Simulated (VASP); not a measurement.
Write the native input for VASP 6.6.1 that does the following.

```
Task                   : relaxation of cell and atoms
Functional             : PBE
Potentials or basis    : VASP PAW PBE potentials, release 64 (Zr_sv, C)
Cutoff                 : 600 eV
k mesh                 : 16 × 16 × 16
Occupations            : gaussian, width 0.1 eV
Spin                   : no spin polarisation
Dipole correction      : no
Further INCAR settings : ALGO = Normal; EDIFF = 1e-07; IBRION = 2; EDIFFG = -0.001; NSW = 80; ISIF = 3
```

The structure of ZrC lies in POSCAR:

```
ZrC
1.0
    0.0000000000      2.3543024246      2.3543024246
    2.3543024246      0.0000000000      2.3543024246
    2.3543024246      2.3543024246      0.0000000000
Zr C
1 1
Direct
    0.5000000000      0.5000000000      0.5000000000
    0.0000000000      0.0000000000      0.0000000000
```

One way to write it, as run:

INCAR

```
ALGO     = Normal         # electronic algorithm
EDIFF    = 1E-7           # SCF threshold, eV
EDIFFG   = -0.001         # ionic threshold
ENCUT    = 600            # plane-wave cutoff, eV
GGA      = PE             # functional
IBRION   = 2              # ionic algorithm
ISIF     = 3              # what is computed and relaxed
ISMEAR   = 0              # smearing method
LASPH    = True           # aspherical terms in the spheres
LCHARG   = False          # write CHGCAR
LREAL    = False          # projectors in reciprocal space
LWAVE    = False          # write WAVECAR
NELM     = 60             # most SCF steps
NSW      = 80             # ionic steps
PREC     = Accurate       # precision mode
SIGMA    = 0.1            # smearing width, eV
```

KPOINTS

```
k-points
0
Gamma
  16 16 16
```

Potentials or basis: VASP PAW PBE potentials, release 64 (Zr_sv, C).

Command:

```console
$ cat potpaw_PBE.64/Zr_sv/POTCAR potpaw_PBE.64/C/POTCAR > POTCAR
$ mpirun -np 1 vasp_std > vasp.out
```

It gave:

```yaml
Relaxed_volume: 13.06 Å³/atom
Relaxed_cell: a = 3.330 Å, b = 3.330 Å, c = 3.330 Å, α = 60.00°, β = 60.00°, γ = 60.00°
Space_group_after_relaxing_to_0.1_Å: Fm-3m (No. 225)
Energy_gained_by_relaxing: 0.0 meV/atom
Ionic_steps: 3
Pressure_after_relaxing: 0.0 GPa
Band_gap_on_the_k_mesh: zero (bands 8 and 9 overlap by 1.30 eV)
```

It took 52 s on 1 thread of Intel(R) Xeon(R) 6975P-C (Granite Rapids), on a shared host, peak memory 0.2 GiB.
